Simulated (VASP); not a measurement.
Here is a VASP 6.6.1 calculation.

The input POSCAR:

```
CuAu
1.0
    1.4620466157      0.8441130071      4.3121794307
   -1.4620466157      0.8441130071      4.3121794307
    0.0000000000     -1.6882260143      4.3121794307
Au Cu
1 1
Direct
    0.0000000000      0.0000000000      0.0000000000
    0.5000000000      0.5000000000      0.5000000000
```

File INCAR.step1:

```
SYSTEM = CuAu
ALGO     = Normal         ! electronic algorithm
EDIFF    = 1E-4           ! SCF threshold, eV
ENCUT    = 520            ! plane-wave cutoff, eV
GGA      = PE             ! functional
ISMEAR   = -1             ! smearing method
LASPH    = .True.         ! aspherical terms in the spheres
LCHARG   = .False.        ! write CHGCAR
LREAL    = .False.        ! projectors in reciprocal space
LWAVE    = .True.         ! write WAVECAR
NBANDS   = 18             ! bands
NELM     = 80             ! most SCF steps
PREC     = Accurate       ! precision mode
SIGMA    = 0.05           ! smearing width, eV
```

INCAR.step2

```
SYSTEM = CuAu
ALGO     = Normal         ! electronic algorithm
EDIFF    = 1E-6           ! SCF threshold, eV
ENCUT    = 520            ! plane-wave cutoff, eV
ISIF     = 2              ! what is computed and relaxed
ISMEAR   = -1             ! smearing method
ISTART   = 1            
LASPH    = .True.         ! aspherical terms in the spheres
LCHARG   = .False.        ! write CHGCAR
LMIXTAU  = .True.       
LREAL    = .False.        ! projectors in reciprocal space
LWAVE    = .False.        ! write WAVECAR
METAGGA  = R2SCAN         ! meta-GGA
NBANDS   = 18             ! bands
NELM     = 80             ! most SCF steps
PREC     = Accurate       ! precision mode
SIGMA    = 0.05           ! smearing width, eV
```

The input KPOINTS:

```
k-points
0
Gamma
  11 11 11
  0 0 0
```

Potentials or basis: VASP PAW PBE potentials, release 64 (Au, Cu).

Run with:

```console
$ cat potpaw_PBE.64/Au/POTCAR potpaw_PBE.64/Cu/POTCAR > POTCAR
$ cp INCAR.step1 INCAR
$ mpirun -np 1 vasp_std > vasp.out
$ cp INCAR.step2 INCAR
$ mpirun -np 1 vasp_std > vasp.out
```

Q: What does it give for the pressure?

A: -9.0 GPa.

Q: Estimate the band gap on the k mesh.

A: Zero (band 11 reaches 9.55 eV, above the bottom of band 12 at 5.22 eV).

Stress tensor (GPa, compression positive):
```
-8.93  0.00  0.00
 0.00 -8.93  0.00
 0.00  0.00 -9.12
```

Caveat: the PAW data sets were made with another functional, which shifts forces and pressure a little; spin-orbit coupling is left out, which moves the levels of the heavy elements.
